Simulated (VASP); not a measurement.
Write the native input for VASP 6.6.1 that does the following.

- Task: single point
- Functional: PBE-based screened hybrid with 5 % exact exchange
- Potentials or basis: VASP PAW PBE potentials, release 64 (I, K_sv)
- Cutoff: 520 eV
- k mesh: 3 × 3 × 3
- Occupations: fermi-dirac, width 0.05 eV
- Spin: no spin polarisation
- Dipole correction: no
- Grid for exact exchange (PRECFOCK): Normal
- Share of exact exchange: 0.05
- Further INCAR settings: ALGO = Normal; EDIFF = 1e-06; NBANDS = 15
- Screening parameter: 0.2 1/Å

The system is KI.

```xyz
2
Lattice="4.2912 0.0000 0.0000 0.0000 4.2912 0.0000 0.0000 0.0000 4.2912" Properties=species:S:1:pos:R:3 pbc="T T T"
I     2.1456    2.1456    2.1456
K     0.0000    0.0000    0.0000
```

The input as run:

POSCAR

```
KI
1.0
    4.2911966600      0.0000000000      0.0000000000
    0.0000000000      4.2911966600      0.0000000000
    0.0000000000      0.0000000000      4.2911966600
I K
1 1
Direct
    0.5000000000      0.5000000000      0.5000000000
    0.0000000000      0.0000000000      0.0000000000
```

INCAR.step1

```
SYSTEM = KI
PREC = Accurate
ENCUT = 520
EDIFF = 1E-5
ISMEAR = -1
SIGMA = 0.05
LREAL = .FALSE.
LASPH = .TRUE.
NELM = 80
ALGO = Normal
ISIF = 2
LWAVE = .TRUE.
LCHARG = .FALSE.
NBANDS = 15
GGA = PE
```

INCAR.step2

```
SYSTEM = KI
PREC = Accurate
ENCUT = 520
EDIFF = 1E-6
ISMEAR = -1
SIGMA = 0.05
LREAL = .FALSE.
LASPH = .TRUE.
NELM = 80
ALGO = Normal
ISIF = 2
LWAVE = .FALSE.
LCHARG = .FALSE.
GGA = PE
LHFCALC = .TRUE.
AEXX = 0.05
HFSCREEN = 0.2
PRECFOCK = Normal
NBANDS = 15
ISTART = 1
```

KPOINTS

```
regular mesh
0
G
  3 3 3
  0 0 0
```

Potentials or basis: VASP PAW PBE potentials, release 64 (I, K_sv).

Command:

```sh
$ cat potpaw_PBE.64/I/POTCAR potpaw_PBE.64/K_sv/POTCAR > POTCAR
$ cp INCAR.step1 INCAR
$ mpirun -np 1 vasp_std > vasp.out
$ cp INCAR.step2 INCAR
$ mpirun -np 1 vasp_std > vasp.out
```

Results of the run:

| Quantity | Value |
| --- | --- |
| Pressure | 0.7 GPa |
| Band gap on the k mesh | 3.65 eV (least direct gap 3.88 eV) |

Caveat: the k points lie up to 0.49 Å⁻¹ apart; the PAW data sets were made with another functional, which shifts forces and pressure a little; spin-orbit coupling is left out, which moves the levels of the heavy elements; an odd mesh through Γ misses points on the zone boundary, where band edges can lie.

Run time: 43 s on 1 thread of Intel(R) Xeon(R) Platinum 8488C (Sapphire Rapids), on a shared host, peak memory 0.28 GiB.
